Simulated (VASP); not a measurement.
A run of VASP 6.6.1:

INCAR

```
SYSTEM = Sn
PREC = Accurate
ENCUT = 520
EDIFF = 1E-6
ISMEAR = -1
SIGMA = 0.05
LREAL = .FALSE.
LASPH = .TRUE.
NELM = 100
ALGO = Normal
ISIF = 2
LWAVE = .FALSE.
LCHARG = .FALSE.
GGA = RP
IVDW = 13
NBANDS = 21
```

KPOINTS

```
Automatic mesh
0
G
  7 7 7
  0 0 0
```

The input POSCAR:

```
Sn
1.0
    0.0000000000      3.2809135981      3.2809135981
    3.2809135981      0.0000000000      3.2809135981
    3.2809135981      3.2809135981      0.0000000000
Sn
2
Direct
    0.7500000000      0.7500000000      0.7500000000
    0.5000000000      0.5000000000      0.5000000000
```

Potentials or basis: VASP PAW PBE potentials, release 64 (Sn_d).

Command:

```console
$ cat potpaw_PBE.64/Sn_d/POTCAR > POTCAR
$ mpirun -np 1 vasp_std > vasp.out
```

Hardware: 1 thread of Intel Xeon 8259CL, on a shared host.

**Question.** How long does it take, and how much memory?

**Answer.** Run time: 25 s on 1 thread of Intel Xeon 8259CL, on a shared host, peak memory 0.2 GiB. Counts: scf iterations 12, k points 20.
